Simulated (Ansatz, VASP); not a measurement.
**Two plane-wave programs on AlCu3**

Contents of INCAR:

```
PREC = Accurate ; ENCUT = 520
EDIFF = 1E-7 ; ISMEAR = 0
SIGMA = 0.15 ; LREAL = F
LASPH = T ; NELM = 60
ALGO = Fast ; ISIF = 2
LWAVE = F ; LCHARG = T
LELF = T ; LVHAR = T
NBANDS = 26
```

The input KPOINTS:

```
regular mesh
0
Gamma
  14 14 14
```

POSCAR

```
AlCu3
1.0
   -0.1141726606      2.7934502743      2.7934502743
    2.7934502743     -0.1141726606      2.7934502743
    2.7934502743      2.7934502743     -0.1141726606
Al Cu
1 3
Direct
    0.0000000000      0.0000000000      0.0000000000
    0.5000000000      0.5000000000      0.5000000000
    0.2500000000      0.2500000000      0.2500000000
    0.7500000000      0.7500000000      0.7500000000
```

Input for Ansatz:

```yaml
crystal:
  lattice:
    - [-0.1141726606, 2.7934502743, 2.7934502743]
    - [2.7934502743, -0.1141726606, 2.7934502743]
    - [2.7934502743, 2.7934502743, -0.1141726606]
  atoms:
    - { symbol: Al, position: [0.0, 0.0, 0.0] }
    - { symbol: Cu, position: [0.5, 0.5, 0.5] }
    - { symbol: Cu, position: [0.25, 0.25, 0.25] }
    - { symbol: Cu, position: [0.75, 0.75, 0.75] }
basis:
  ecutwfc: 520.0
kpoints:
  mp_grid: { grid: [14, 14, 14] }
hamiltonian:
  xc: lda
  pseudopotentials: { kind: paw, azcp: { folder: soft_1 } }
scf:
  occupations: { method: gaussian, width: 0.15 }
output:
  forces: true
  stress: true
  eigenvalues: true
```

Alike in both runs: task single point; functional LDA; k mesh 14 × 14 × 14; occupations gaussian, width 0.15 eV; no spin polarisation.

|  | VASP | Ansatz |
| --- | --- | --- |
| version | VASP 6.6.1 | Ansatz 0.2.0 |
| potentials or method | VASP PAW LDA potentials, release 64 (Al, Cu), cutoff 520 eV | scalar-relativistic, plane waves, PAW |
| valence electrons in the cell | 36 | 60 |

```csv
,VASP,Ansatz,Ansatz less VASP
gap on the k mesh at the Fermi level (eV),none,none,-
pressure (GPa),1.5,0.9,-0.66
"traceless stress, the component that is largest in VASP (GPa)",5.72,5.69,-0.027
rms of the force components (eV/Å),0.004,0.005,+0.0013
```

Ansatz warns that its potentials were made for another functional, while VASP's fit it. LDA's correlation is that of Perdew and Zunger in VASP and of Perdew and Wang (1992) in Ansatz. Atom by atom the forces differ by 0.001 eV/Å (rms over components). A gap of «none» marks a metal or a gap that the smearing closes. VASP's potentials hold 36 valence electrons a cell and Ansatz's 60, so a difference there can come from the potentials and not from the codes.
